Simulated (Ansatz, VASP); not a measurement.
## One calculation of In5TeMo2, two programs

File INCAR:

```
SYSTEM = In5TeMo2
PREC     = Accurate       ! precision mode
ENCUT    = 500            ! plane-wave cutoff, eV
EDIFF    = 1E-7           ! SCF threshold, eV
ISMEAR   = 0              ! smearing method
SIGMA    = 0.2            ! smearing width, eV
LREAL    = .False.        ! projectors in reciprocal space
LASPH    = .True.         ! aspherical terms in the spheres
NELM     = 120            ! most SCF steps
ALGO     = Normal         ! electronic algorithm
ISIF     = 3              ! what is computed and relaxed
LWAVE    = .False.        ! write WAVECAR
LCHARG   = .False.        ! write CHGCAR
GGA      = PE             ! functional
IBRION   = 2              ! ionic algorithm
NSW      = 36             ! ionic steps
EDIFFG   = -0.08          ! ionic threshold
GGA_COMPAT= .False.      
NELMIN   = 4
```

KPOINTS

```
regular mesh
0
Gamma
  3 3 4
  0 0 0
```

File POSCAR:

```
In5TeMo2
1.0
    7.0201068700      0.0000000000      0.0000000000
   -3.5100534300      6.0795908800      0.0000000000
    0.0000000000      0.0000000000      4.6782584000
In Te Mo
5 1 2
Direct
    0.5000000000      0.0000000000      0.5000000000
    0.0000000000      0.5000000000      0.5000000000
    0.5000000000      0.5000000000      0.5000000000
    0.3333333300      0.6666666700      0.0000000000
    0.6666666700      0.3333333300      0.0000000000
    0.0000000000      0.0000000000      0.5000000000
    0.3333333300      0.6666666700      0.5000000000
    0.6666666700      0.3333333300      0.5000000000
```

Input for Ansatz:

```yaml
crystal:
  lattice:
    - [7.02010687, 0.0, 0.0]
    - [-3.51005343, 6.07959088, 0.0]
    - [0.0, 0.0, 4.6782584]
  atoms:
    - { symbol: In, position: [0.5, 0.0, 0.5] }
    - { symbol: In, position: [0.0, 0.5, 0.5] }
    - { symbol: In, position: [0.5, 0.5, 0.5] }
    - { symbol: In, position: [0.33333333, 0.66666667, 0.0] }
    - { symbol: In, position: [0.66666667, 0.33333333, 0.0] }
    - { symbol: Te, position: [0.0, 0.0, 0.5] }
    - { symbol: Mo, position: [0.33333333, 0.66666667, 0.5] }
    - { symbol: Mo, position: [0.66666667, 0.33333333, 0.5] }
basis:
  ecutwfc: 420
kpoints:
  mp_grid: { grid: [3, 3, 4] }
hamiltonian:
  xc: pbe
scf:
  occupations: { method: gaussian, width: 0.2 }
  lower_state_search: "off"
output:
  forces: true
  stress: true
  eigenvalues: true
relax:
  adjacent_minimum: "off"
  f_tol: 0.08
  max_steps: 16
  cell: { stress_tol: 0.8 }
```

Alike in both runs: task relaxation of cell and atoms; functional PBE; k mesh 3 × 3 × 4; occupations gaussian, width 0.2 eV; no spin polarisation.

```csv
,VASP,Ansatz
version,VASP 6.6.1,Ansatz 0.2.0
potentials or method,"VASP PAW PBE potentials, release 64 (In_d, Te, Mo_sv), cutoff 500 eV","scalar-relativistic, plane waves, PAW"
valence electrons in the cell,99,109
```

|  | VASP | Ansatz | Ansatz less VASP |
| --- | --- | --- | --- |
| gap on the k mesh at the Fermi level, each at its own relaxed structure (eV) | none | none | - |
| relaxed volume (Å³/atom) | 47.87 | 47.67 | -0.202 |
| relaxed length of the cell vector where the two differ most in proportion (Å) | 5.376 | 5.420 | +0.0436 |

A gap of «none» marks a metal or a gap that the smearing closes. VASP's potentials hold 99 valence electrons a cell and Ansatz's 109, so a difference there can come from the potentials and not from the codes.

Neither program's run includes spin-orbit coupling. Noted on VASP's run: the volume moved by over 15 % at a fixed basis, so the end points are rough.
